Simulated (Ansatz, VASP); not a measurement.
## One calculation of Nb, two programs

```
Nb
1.0
     2.91975    0.00000    0.00000
    -1.45988    2.52858    0.00000
     0.00000    0.00000    5.35920
Nb
2
Direct
  0.33333 0.66667 0.25000
  0.66667 0.33333 0.75000
```

Alike in both runs: task single point; functional LDA; k mesh 14 × 14 × 7; occupations fermi-dirac, width 0.1 eV; no spin polarisation.

```csv
,VASP,Ansatz
version,VASP 6.6.1,Ansatz 0.2.0
potentials or method,"VASP PAW LDA potentials, release 64 (Nb_sv), cutoff 520 eV","plane waves (420 eV) with PAW, scalar-relativistic"
valence electrons in the cell,26,26
```

VASP gave:

```
pressure (GPa)                                                : -16.8
traceless stress, the component that is largest in VASP (GPa) : 1.46
```

Task: Which values does Ansatz return?

Result: Pressure (GPa): -16.7; traceless stress, the component that is largest in VASP (GPa): 1.46.

Ansatz warns that its potentials were made for another functional, while VASP's fit it. LDA's correlation is that of Perdew and Zunger in VASP and of Perdew and Wang (1992) in Ansatz.
